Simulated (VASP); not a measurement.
## ZrB2: single point with PBE

Crystal: ZrB2.

```
Zr B
1.0
     3.17158    0.00000    0.00000
    -1.58579    2.74667    0.00000
     0.00000    0.00000    3.54144
Zr B
1 2
Direct
  0.00000 0.00000 0.00000
  0.33333 0.66667 0.50000
  0.66667 0.33333 0.50000
```

```json
{"Program": "VASP 6.6.1", "Task": "single point", "Functional": "PBE", "Potentials or basis": "VASP PAW PBE potentials, release 64 (Zr_sv, B)", "Cutoff": "520 eV", "k mesh": "18 × 18 × 14", "Occupations": "fermi-dirac, width 0.1 eV", "Spin": "no spin polarisation", "Dipole correction": "no", "Further INCAR settings": "ALGO = Normal; EDIFF = 1e-06; NBANDS = 16"}
```

The pressure is 0.1 GPa and the band gap on the k mesh is zero (band 9 reaches 11.15 eV, above the bottom of band 10 at 9.97 eV).

Levels at points of the mesh, in eV from the Fermi level:
```
           k point  band 5  band 6  band 7  band 8  band 9  band 10  band 11  band 12  band 13  band 14
(0.00, 0.00, 0.00)  -12.75   -2.64   -2.64   -2.61   -2.40     3.36     3.36     4.11     4.11     4.83
(0.50, 0.00, 0.00)   -8.98   -8.54   -3.93   -3.08   -2.70     2.19     2.26     4.89     4.94     6.46
(0.00, 0.00, 0.50)  -10.74   -6.98   -0.99   -0.99    0.31     0.31     0.75     0.75     1.76     5.02
(0.50, 0.00, 0.50)   -9.94   -7.03   -4.62   -4.15   -2.04     3.67     4.04     5.25     6.15     6.40
```

It took 61 s on 1 thread of Intel(R) Xeon(R) Platinum 8488C (Sapphire Rapids) (shared host), peak memory 0.25 GiB.
